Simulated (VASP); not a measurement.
Wanted: the native input for a VASP 6.6.1 run.

* Task: single point
* Functional: PBE
* Potentials or basis: VASP PAW PBE potentials, release 64 (As, B)
* Cutoff: 520 eV
* k mesh: 10 × 10 × 10
* Occupations: fermi-dirac, width 0.05 eV
* Spin: no spin polarisation
* Dipole correction: no
* Further INCAR settings: ALGO = Normal; EDIFF = 1e-06; NBANDS = 11

The structure of BAs lies in POSCAR:

```
BAs
1.0
    0.0000000000      2.4199312360      2.4199312360
    2.4199312360      0.0000000000      2.4199312360
    2.4199312360      2.4199312360      0.0000000000
As B
1 1
Direct
    0.7500000000      0.7500000000      0.7500000000
    0.0000000000      0.0000000000      0.0000000000
```

This cell differs from its parent crystal: volume scaled by 1.04.

One way to write it, as run:

INCAR

```
ALGO = Normal ; EDIFF = 1E-6
ENCUT = 520 ; GGA = PE
ISIF = 2 ; ISMEAR = -1
LASPH = True ; LCHARG = False
LREAL = False ; LWAVE = False
NBANDS = 11 ; NELM = 100
PREC = Accurate ; SIGMA = 0.05
```

KPOINTS

```
k-points
0
Gamma
  10 10 10
```

Potentials or basis: VASP PAW PBE potentials, release 64 (As, B).

Command:

```console
$ cat potpaw_PBE.64/As/POTCAR potpaw_PBE.64/B/POTCAR > POTCAR
$ mpirun -np 1 vasp_std > vasp.out
```

It gave:

The pressure is -1.9 GPa. The band gap on the k mesh is 1.22 eV, indirect (least direct gap 3.23 eV).

Run time: 19 s on 1 thread of AMD EPYC 7R43 64-Core Processor (Zen 3) (shared host), peak memory 0.12 GiB.
